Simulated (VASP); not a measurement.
Runs of VASP 6.6.1 on BiSb2O2. The structure is that of space group P6/mmm (No. 191), or close to it. The cells are those of the table. 

```tsv
task	cell	k mesh	cutoff (eV)	gap on the mesh (eV)	pressure (GPa)	largest force (eV/Å)
relaxation of cell and atoms	relaxed from a = 4.748, b = 4.748, c = 6.057 Å, angles 90.0, 90.0, 120.0°, 5 atoms	6 × 6 × 4	600	none	0.0	0.02
single point	a = 4.748, b = 4.748, c = 6.057 Å, angles 90.0, 90.0, 120.0°, 5 atoms	6 × 6 × 4	520	none	(b)	(a)
single point	a = 5.620, b = 5.620, c = 5.859 Å, angles 90.0, 90.0, 120.0°, 5 atoms	12 × 12 × 6	520	none	0.1	0.38
single point	a = 5.605, b = 5.605, c = 5.852 Å, angles 90.0, 90.0, 120.0°, 5 atoms	6 × 6 × 4	520	none	0.2	0.37
```

Alike in all rows: level PBE; potentials or basis VASP PAW PBE potentials, release 64 (Sb, Bi_d, O); no spin polarisation; smearing gaussian 0.1 eV.

Question: Estimate the missing entries.

Answer: (a) 22.21; (b) 63.9.

Caveats: spin-orbit coupling is left out, which moves the levels of the heavy elements; an odd number of electrons without spin polarisation forces a metal; a magnetic or distorted state may lie lower.

A k mesh can miss the band edges, and the runs leave out spin-orbit coupling on Bi, Sb.

A gap of «none» marks levels without a gap at the run's occupations.
